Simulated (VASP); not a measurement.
# ScPd3 (Pm-3m) in VASP: further runs

ScPd3 is run at these levels: LDA; tasks: single point, relaxation of volume and atoms at fixed shape.

All numbers are computed with VASP 6.6.1; they aren't measurements. Logs are shortened: lines on timing, memory, paths and dates and some standing lists are left out, and cuts for length are marked.

### Step 1. The cell of the first run

It takes space group Pm-3m (No. 221, cubic). The conventional cell has a = 3.903 Å, b = 3.903 Å, c = 3.903 Å, α = 90.00°, β = 90.00°, γ = 90.00°. Sc (site symmetry m-3m) has 12 Pd at 2.76 Å within 3.6 Å. Within 3.6 Å of Pd (site symmetry 4/mmm) lie 4 Sc at 2.76 Å and 8 Pd at 2.76 Å.

### Step 2. Single point, LDA

Contents of INCAR:

```
SYSTEM = ScPd3
PREC = Accurate
ENCUT = 520
EDIFF = 1E-7
ISMEAR = 1
SIGMA = 0.1
LREAL = .False.
LASPH = .True.
NELM = 80
ALGO = Normal
ISIF = 2
LWAVE = .False.
LCHARG = .False.
GGA = CA
NBANDS = 28
```

Contents of KPOINTS:

```
Automatic mesh
0
Gamma
  6 6 6
  0 0 0
```

Contents of POSCAR:

```
ScPd3
1.0
    3.9027038154      0.0000000000      0.0000000000
    0.0000000000      3.9027038154      0.0000000000
    0.0000000000      0.0000000000      3.9027038154
Sc Pd
1 3
Direct
    0.0000000000      0.0000000000      0.0000000000
    0.0000000000      0.5000000000      0.5000000000
    0.5000000000      0.0000000000      0.5000000000
    0.5000000000      0.5000000000      0.0000000000
```

Potentials or basis: VASP PAW LDA potentials, release 64 (Sc_sv, Pd).

Launch:

```console
$ cat potpaw_LDA.64/Sc_sv/POTCAR potpaw_LDA.64/Pd/POTCAR > POTCAR
$ mpirun -np 1 vasp_std > vasp.out
```

OUTCAR:

```text
SYSTEM = ScPd3
   PREC = Accurate
   ENCUT = 520
   EDIFF = 1E-7
   ISMEAR = 1
   LREAL = .False.
   LASPH = .True.
   NELM = 80
   ISIF = 2
   GGA = CA

 ion  position               nearest neighbor table
   1  0.000  0.000  0.000-   2 2.76   3 2.76   4 2.76   2 2.76   3 2.76   2 2.76   4 2.76   2 2.76
                             3 2.76   4 2.76   3 2.76   4 2.76
   2  0.000  0.500  0.500-   1 2.76   3 2.76   4 2.76   1 2.76   4 2.76   1 2.76   3 2.76   1 2.76
                             3 2.76   4 2.76   4 2.76   3 2.76
   3  0.500  0.000  0.500-   1 2.76   2 2.76   4 2.76   1 2.76   4 2.76   2 2.76   4 2.76   4 2.76
                             1 2.76   2 2.76   1 2.76   2 2.76
   4  0.500  0.500  0.000-   1 2.76   2 2.76   3 2.76   2 2.76   3 2.76   1 2.76   3 2.76   3 2.76
                             1 2.76   2 2.76   2 2.76   1 2.76

  LATTYP: Found a simple cubic cell.
 ALAT       =     3.9027038154

  Lattice vectors:

 A1 = (   3.9027038154,   0.0000000000,   0.0000000000)
 A2 = (   0.0000000000,   3.9027038154,   0.0000000000)
 A3 = (   0.0000000000,   0.0000000000,   3.9027038154)

Analysis of symmetry for initial positions (statically):
=====================================================================
 Subroutine PRICEL returns:
 Original cell was already a primitive cell.

 Routine SETGRP: Setting up the symmetry group for a
 simple cubic supercell.

 Subroutine GETGRP returns: Found 48 space group operations
 (whereof 48 operations were pure point group operations)
 out of a pool of 48 trial point group operations.

The static configuration has the point symmetry O_h .

Analysis of symmetry for dynamics (positions and initial velocities):
=====================================================================
 Subroutine PRICEL returns:
 Original cell was already a primitive cell.

 Routine SETGRP: Setting up the symmetry group for a
 simple cubic supercell.

 Subroutine GETGRP returns: Found 48 space group operations
 (whereof 48 operations were pure point group operations)
 out of a pool of 48 trial point group operations.

The dynamic configuration has the point symmetry O_h .

 Subroutine INISYM returns: Found 48 space group operations
 (whereof 48 operations are pure point group operations),
 and found     1 'primitive' translations

----------------------------------------------------------------------------------------

                                     Primitive cell

  volume of cell :      59.4425

  direct lattice vectors                    reciprocal lattice vectors
     3.902703815  0.000000000  0.000000000     0.256232614  0.000000000  0.000000000
     0.000000000  3.902703815  0.000000000     0.000000000  0.256232614  0.000000000
     0.000000000  0.000000000  3.902703815     0.000000000  0.000000000  0.256232614

  length of vectors
     3.902703815  3.902703815  3.902703815     0.256232614  0.256232614  0.256232614

  position of ions in fractional coordinates (direct lattice)
     0.000000000  0.000000000  0.000000000
     0.000000000  0.500000000  0.500000000
     0.500000000  0.000000000  0.500000000
     0.500000000  0.500000000  0.000000000

  ion indices of the primitive-cell ions
   primitive index   ion index
                 1           1
                 2           2
                 3           3
                 4           4

----------------------------------------------------------------------------------------

 KPOINTS: Automatic mesh

Automatic generation of k-mesh.
 Grid dimensions read from file:
 generate k-points for:    6    6    6

 Generating k-lattice:

  Cartesian coordinates                     Fractional coordinates (reciprocal lattice)
     0.042705436  0.000000000  0.000000000     0.166666667  0.000000000  0.000000000
     0.000000000  0.042705436  0.000000000     0.000000000  0.166666667  0.000000000
     0.000000000  0.000000000  0.042705436     0.000000000  0.000000000  0.166666667

  Length of vectors
     0.042705436  0.042705436  0.042705436

  Shift w.r.t. Gamma in fractional coordinates (k-lattice)
     0.000000000  0.000000000  0.000000000

 Subroutine IBZKPT returns following result:
 ===========================================

 Found     20 irreducible k-points:

 Following reciprocal coordinates:
            Coordinates               Weight
  0.000000  0.000000  0.000000      1.000000
  0.166667  0.000000  0.000000      6.000000
  0.333333  0.000000  0.000000      6.000000
  0.500000  0.000000  0.000000      3.000000
  0.166667  0.166667  0.000000     12.000000
  0.333333  0.166667  0.000000     24.000000
[... 12 lines left out ...]
  0.500000  0.500000  0.333333      6.000000
  0.500000  0.500000  0.500000      1.000000
   k-points           NKPTS =     20   k-points in BZ     NKDIM =     20   number of bands    NBANDS=     28
   number of dos      NEDOS =    301   number of ions     NIONS =      4
   total plane-waves  NPLWV =  27000
   dimension x,y,z NGX =    30 NGY =   30 NGZ =   30
   dimension x,y,z NGXF=    60 NGYF=   60 NGZF=   60
   ions per type =               1   3
   NGX,Y,Z   is equivalent  to a cutoff of  12.78, 12.78, 12.78 a.u.
   NGXF,Y,Z  is equivalent  to a cutoff of  25.56, 25.56, 25.56 a.u.
 SYSTEM =  ScPd3
   PREC   = accura    normal or accurate (medium, high low for compatibility)
   ISTART =      0    job   : 0-new  1-cont  2-samecut
   ICHARG =      2    charge: 1-file 2-atom 10-const
   ISPIN  =      1    spin polarized calculation?
   LNONCOLLINEAR =      F non collinear calculations
   LSORBIT =      F    spin-orbit coupling
   LASPH  =      T    aspherical Exc in radial PAW
   ENCUT  =  520.0 eV  38.22 Ry    6.18 a.u.   7.26  7.26  7.26*2*pi/ulx,y,z
   NELM   =     80;   NELMIN=  2; NELMDL= -5     # of ELM steps
   EDIFF  = 0.1E-06   stopping-criterion for ELM
   LREAL  =      F    real-space projection
   EDIFFG = 0.1E-05   stopping-criterion for IOM
   NSW    =      0    number of steps for IOM
   IBRION =     -1    ionic relax: 0-MD 1-quasi-New 2-CG
   NFREE  =      0    steps in history (QN), initial steepest desc. (CG)
   ISIF   =      2    stress and relaxation
   ISYM   =      2    0-nonsym 1-usesym 2-fastsym
   POTIM  = 0.5000    time-step for ionic-motion
   TEBEG  =    0.0;   TEEND  =   0.0 temperature during run
   PSTRESS=    0.0 pullay stress
   NELECT =      41.0000    total number of electrons
   NUPDOWN=      -1.0000    fix difference up-down
   EMIN   =  10.00;   EMAX   =-10.00  energy-range for DOS
   EFERMI =   0.00;   METHOD = LEGACY
   ISMEAR =     1;   SIGMA  =   0.10  broadening in eV -4-tet -1-fermi 0-gaus
   EFERMI_NEDOS =   21; number of points for ismear=-14 and -15
   IALGO  =     38    algorithm
   IMIX   =      4    mixing-type and parameters
     AMIX     =   0.40;   BMIX     =  1.00
     AMIX_MAG =   1.60;   BMIX_MAG =  1.00
  volume/ion in A,a.u.               =      14.86       100.28
  Fermi-wavevector in a.u.,A,eV,Ry     =   1.446451  2.733397 28.466405  2.092222
  Thomas-Fermi vector in A             =   2.564518
   LORBIT       =      0    0 simple, 1 ext, 2 COOP (PROOUT), +10 PAW based schemes
   GGA     = CA    functional components
   LHFCALC =     F    Hartree Fock is set to
   AEXX    =    0.0000 exact exchange contribution
   IVDW    =     0    specifies the selected vdW correction
   LEPSILON=     F    determine dielectric tensor
   LRPA    =     F    only Hartree local field effects (RPA)
 non-spin polarized calculation
 Methfessel and Paxton  Order N= 1 SIGMA  =   0.10
  energy-cutoff  :      520.00
  volume of cell :       59.44
 maximum number of plane-waves:      1628
 NGX is ok and might be reduce to    30
   NGX = 15   NGY = 15   NGZ = 15

 number of electron      41.0000020 magnetization

 Free energy of the ion-electron system (eV)
  ---------------------------------------------------
  ext. energy  EPLUGINS =         0.00000000
  ---------------------------------------------------
  free energy    TOTEN  =       -29.72139952 eV

  energy without entropy =      -29.71944655  energy(sigma->0) =      -29.72074853

 E-fermi :   9.0258     XC(G=0): -13.2104

 val. band max:        9.0139759694   @ k =   0.1667   0.1667   0.1667
 cond. band min:       9.0274765479   @ k =   0.3333   0.3333   0.1667
 fundamental gap:      0.0135005785
 Fermi energy:         9.0258313528

 k-point     1 :       0.0000    0.0000    0.0000
  band No.  band energies     occupation
      1     -39.3833      2.00000
      2     -18.3810      2.00000
      3     -18.3810      2.00000
      4     -18.3810      2.00000
      5       2.0216      2.00000
      6       3.7069      2.00000
[... 20 lines left out ...]
     27      13.2545      0.00000
     28      13.2545      0.00000

 k-point     2 :       0.1667    0.0000    0.0000
  band No.  band energies     occupation
      1     -39.3823      2.00000
      2     -18.3959      2.00000
      3     -18.3829      2.00000
      4     -18.3829      2.00000
      5       2.3631      2.00000
      6       3.8981      2.00000
[... 20 lines left out ...]
     27      14.3930      0.00000
     28      14.3930      0.00000

 k-point     3 :       0.3333    0.0000    0.0000
  band No.  band energies     occupation
      1     -39.3803      2.00000
      2     -18.4255      2.00000
      3     -18.3867      2.00000
      4     -18.3867      2.00000
      5       3.2682      2.00000
      6       4.3354      2.00000
[... 20 lines left out ...]
     27      16.3427      0.00000
     28      16.3427      0.00000

 k-point     4 :       0.5000    0.0000    0.0000
  band No.  band energies     occupation
      1     -39.3793      2.00000
      2     -18.4403      2.00000
      3     -18.3886      2.00000
      4     -18.3886      2.00000
      5       3.9782      2.00000
      6       4.5737      2.00000
[... 454 lines left out ...]
     27      13.4950      0.00000
     28      13.9716      0.00000

 k-point    19 :       0.5000    0.5000    0.3333
  band No.  band energies     occupation
      1     -39.3773      2.00000
      2     -18.4154      2.00000
      3     -18.4154      2.00000
      4     -18.4076      2.00000
      5       4.1178      2.00000
      6       4.1178      2.00000
[... 20 lines left out ...]
     27      12.8500      0.00000
     28      13.4245      0.00000

 k-point    20 :       0.5000    0.5000    0.5000
  band No.  band energies     occupation
      1     -39.3773      2.00000
      2     -18.4117      2.00000
      3     -18.4117      2.00000
      4     -18.4117      2.00000
      5       3.9316      2.00000
      6       3.9316      2.00000
[... 20 lines left out ...]
     27      12.8450      0.00000
     28      12.8450      0.00000

------------------------ aborting loop because EDIFF is reached ----------------------------------------

  FORCE on cell =-STRESS in cart. coord.  units (eV):
  Direction    XX          YY          ZZ          XY          YZ          ZX
  --------------------------------------------------------------------------------------
  -------------------------------------------------------------------------------------
  Total        0.2396726      0.2396726      0.2396726     -0.0000000     -0.0000000      0.0000000
  in kB        6.4599964      6.4599964      6.4599964     -0.0000000     -0.0000000      0.0000000
  external PRESSURE =       6.4599964 kB  Pullay stress =       0.0000000 kB

 VOLUME and BASIS-vectors are now :
 -----------------------------------------------------------------------------
  energy-cutoff  :      520.00
  volume of cell :       59.44
      direct lattice vectors                 reciprocal lattice vectors
     3.902703815  0.000000000  0.000000000     0.256232614  0.000000000  0.000000000
     0.000000000  3.902703815  0.000000000     0.000000000  0.256232614  0.000000000
     0.000000000  0.000000000  3.902703815     0.000000000  0.000000000  0.256232614

 POSITION                                       TOTAL-FORCE (eV/Angst)
 -----------------------------------------------------------------------------------
      0.00000      0.00000      0.00000         0.000000      0.000000      0.000000
      0.00000      1.95135      1.95135         0.000000      0.000000      0.000000
      1.95135      0.00000      1.95135         0.000000      0.000000      0.000000
      1.95135      1.95135      0.00000         0.000000      0.000000      0.000000
 -----------------------------------------------------------------------------------
    total drift:                                0.000000      0.000000     -0.000000

  FREE ENERGIE OF THE ION-ELECTRON SYSTEM (eV)
  ---------------------------------------------------
  free  energy   TOTEN  =       -29.7213995237 eV

  energy  without entropy=      -29.7194465537  energy(sigma->0) =      -29.72074853
```

It took 26 s on 1 thread of Intel Xeon Platinum 8259CL at 2.50GHz (Skylake/Cascade Lake), shared host; peak memory 0.16 GiB.

Results:

```
Free energy : -29.7214 eV
Pressure    : 0.6 GPa
```

Levels at points of the mesh, in eV from the Fermi level:
```tsv
k point	band 17	band 18	band 19	band 20	band 21	band 22	band 23	band 24
(0.00, 0.00, 0.00)	-0.28	0.19	0.19	0.19	3.18	3.18	3.44	3.44
(0.50, 0.00, 0.00)	-1.74	-1.63	-1.60	-0.78	0.19	1.83	1.83	2.50
(0.50, 0.50, 0.00)	-2.01	-2.01	-1.56	-1.40	-0.79	2.29	2.29	2.33
(0.50, 0.50, 0.50)	-0.18	-0.18	-0.18	0.83	1.18	1.18	1.18	2.69
```

### Step 3. Relaxation of volume and atoms at fixed shape, LDA

This run uses another cell than the first one, of 15.78 Å³/atom, 1.062 times its volume.

Contents of INCAR:

```
ALGO = Normal ; EDIFF = 1E-7
EDIFFG = -0.02 ; ENCUT = 600
IBRION = 2 ; ISIF = 8
ISMEAR = 1 ; LASPH = T
LCHARG = F ; LREAL = F
LWAVE = F ; NELM = 100
NSW = 80 ; PREC = Accurate
SIGMA = 0.1
```

Contents of KPOINTS:

```
k-points
0
Gamma
  6 6 6
```

Contents of POSCAR:

```
ScPd3
1.0
    3.9820000000      0.0000000000      0.0000000000
    0.0000000000      3.9820000000      0.0000000000
    0.0000000000      0.0000000000      3.9820000000
Sc Pd
1 3
Direct
    0.0000000000      0.0000000000      0.0000000000
    0.0000000000      0.5000000000      0.5000000000
    0.5000000000      0.0000000000      0.5000000000
    0.5000000000      0.5000000000      0.0000000000
```

Potentials or basis: VASP PAW LDA potentials, release 64 (Sc_sv, Pd).

Launch:

```console
$ cat potpaw_LDA.64/Sc_sv/POTCAR potpaw_LDA.64/Pd/POTCAR > POTCAR
$ mpirun -np 1 vasp_std > vasp.out
```

Wall time 62 s (1 thread of Intel Xeon Platinum 8259CL at 2.50GHz (Skylake/Cascade Lake), shared host); peak memory 0.18 GiB.

It converged, with:

| Quantity | Value |
| --- | --- |
| Free energy | -29.7234 eV |
| Relaxed volume | 14.93 Å³/atom |
| Relaxed cell | a = 3.909 Å, b = 3.909 Å, c = 3.909 Å, α = 90.00°, β = 90.00°, γ = 90.00° |
| Space group after relaxing (to 0.05 Å) | Pm-3m (No. 221) |
| Energy gained by relaxing | 26.5 meV/atom |
| Ionic steps | 3 |
| Pressure after relaxing | -0.2 GPa |

Step by step:
| step | energy change (eV) | largest force (eV/Å) | pressure (GPa) | volume (Å³) |
| --- | --- | --- | --- | --- |
| 1 | 0.0000 | 0.0000 | -9.22 | 63.14 |
| 2 | 0.1179 | 0.0000 | 17.41 | 55.20 |
| 3 | -0.1062 | 0.0000 | -0.20 | 59.71 |

Final structure:
```cif
data_structure
_symmetry_space_group_name_H-M 'P 1'
_symmetry_Int_Tables_number 1
_cell_length_a 3.9086
_cell_length_b 3.9086
_cell_length_c 3.9086
_cell_angle_alpha 90.000
_cell_angle_beta 90.000
_cell_angle_gamma 90.000
_cell_volume 59.71
loop_
_atom_site_label
_atom_site_type_symbol
_atom_site_fract_x
_atom_site_fract_y
_atom_site_fract_z
_atom_site_occupancy
Sc1 Sc 0.00000 0.00000 0.00000 1
Pd1 Pd 0.00000 0.50000 0.50000 1
Pd2 Pd 0.50000 0.00000 0.50000 1
Pd3 Pd 0.50000 0.50000 0.00000 1
```

Levels at points of the mesh, in eV from the Fermi level:
| k point | band 17 | band 18 | band 19 | band 20 | band 21 | band 22 | band 23 | band 24 |
| --- | --- | --- | --- | --- | --- | --- | --- | --- |
| (0.00, 0.00, 0.00) | -0.28 | 0.19 | 0.19 | 0.19 | 3.17 | 3.17 | 3.43 | 3.43 |
| (0.50, 0.00, 0.00) | -1.73 | -1.62 | -1.59 | -0.78 | 0.19 | 1.82 | 1.82 | 2.49 |
| (0.50, 0.50, 0.00) | -1.99 | -1.99 | -1.55 | -1.39 | -0.79 | 2.28 | 2.28 | 2.32 |
| (0.50, 0.50, 0.50) | -0.18 | -0.18 | -0.18 | 0.84 | 1.18 | 1.18 | 1.18 | 2.67 |

LDA usually gives volumes a few per cent too small. Zero-point motion and thermal expansion aren't in these numbers.
